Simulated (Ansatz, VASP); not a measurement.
## Zn: VASP beside Ansatz

```
Zn
1.0
    -1.37396    1.37396    2.09027
     1.37396   -1.37396    2.09027
     1.37396    1.37396   -2.09027
Zn
1
Direct
  0.00000 0.00000 0.00000
```

Alike in both runs: task relaxation of cell and atoms; functional r2SCAN; k mesh 8 × 8 × 8; occupations gaussian, width 0.1 eV; no spin polarisation.

|  | VASP | Ansatz |
| --- | --- | --- |
| version | VASP 6.6.1 | Ansatz 0.2.0 |
| potentials or method | VASP PAW PBE potentials, release 64 (Zn), cutoff 600 eV | scalar-relativistic, plane waves, PAW |
| valence electrons in the cell | 12 | 12 |

|  | VASP | Ansatz | Ansatz less VASP |
| --- | --- | --- | --- |
| gap on the k mesh at the Fermi level, each at its own relaxed structure (eV) | none | none | - |
| relaxed volume (Å³/atom) | 14.38 | 14.32 | -0.065 |
| relaxed cell length with the largest relative difference (Å) | 2.735 | 2.726 | -0.0090 |

VASP's potentials were made for PBE, not for r2SCAN. A gap of «none» marks a metal or a gap that the smearing closes.

The k mesh is coarse, so the values compare programs but aren't converged.
